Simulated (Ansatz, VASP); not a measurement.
**One calculation of C, two programs**

The input INCAR:

```
PREC     = Accurate       # precision mode
ENCUT    = 600            # plane-wave cutoff, eV
EDIFF    = 1E-6           # SCF threshold, eV
ISMEAR   = -1             # smearing method
SIGMA    = 0.1            # smearing width, eV
LREAL    = F              # projectors in reciprocal space
LASPH    = T              # aspherical terms in the spheres
NELM     = 120            # most SCF steps
ALGO     = Normal         # electronic algorithm
ISIF     = 2              # what is computed and relaxed
LWAVE    = F              # write WAVECAR
LCHARG   = F              # write CHGCAR
GGA      = PE             # functional
NBANDS   = 11             # bands
GGA_COMPAT= F
```

The input KPOINTS:

```
Automatic mesh
0
Gamma
  12 12 12
```

POSCAR

```
C
1.0
    0.0000000000      1.7834000000      1.7834000000
    1.7834000000      0.0000000000      1.7834000000
    1.7834000000      1.7834000000      0.0000000000
C
2
Direct
    0.5000000000      0.5000000000      0.5000000000
    0.7500000000      0.7500000000      0.7500000000
```

Input for Ansatz:

```yaml
crystal:
  lattice:
    - [0.0, 1.7834, 1.7834]
    - [1.7834, 0.0, 1.7834]
    - [1.7834, 1.7834, 0.0]
  atoms:
    - { symbol: C, position: [0.5, 0.5, 0.5] }
    - { symbol: C, position: [0.75, 0.75, 0.75] }
hamiltonian:
  xc: pbe
  pseudopotentials: { kind: paw }
basis:
  ecutwfc: 420
kpoints:
  mp_grid: { grid: [12, 12, 12] }
scf:
  occupations: { method: fermi_dirac, width: 0.1 }
  lower_state_search: "off"
  algorithm: density_mixing
  max_iter: 60
  mixing: { algorithm: broyden, ndim: 8, beta: 0.75 }
output:
  forces: true
  stress: true
```

Alike in both runs: task single point; functional PBE; k mesh 12 × 12 × 12; occupations fermi-dirac, width 0.1 eV; no spin polarisation.

|  | VASP | Ansatz |
| --- | --- | --- |
| version | VASP 6.6.1 | Ansatz 0.2.0 |
| potentials or method | VASP PAW PBE potentials, release 64 (C), cutoff 600 eV | PAW, plane waves, scalar-relativistic |
| valence electrons in the cell | 8 | 8 |

```csv
,VASP,Ansatz,Ansatz less VASP
pressure (GPa),1.8,1.8,0.00
```

With one functional, cell and mesh, what is left measures potentials, basis and numerics.
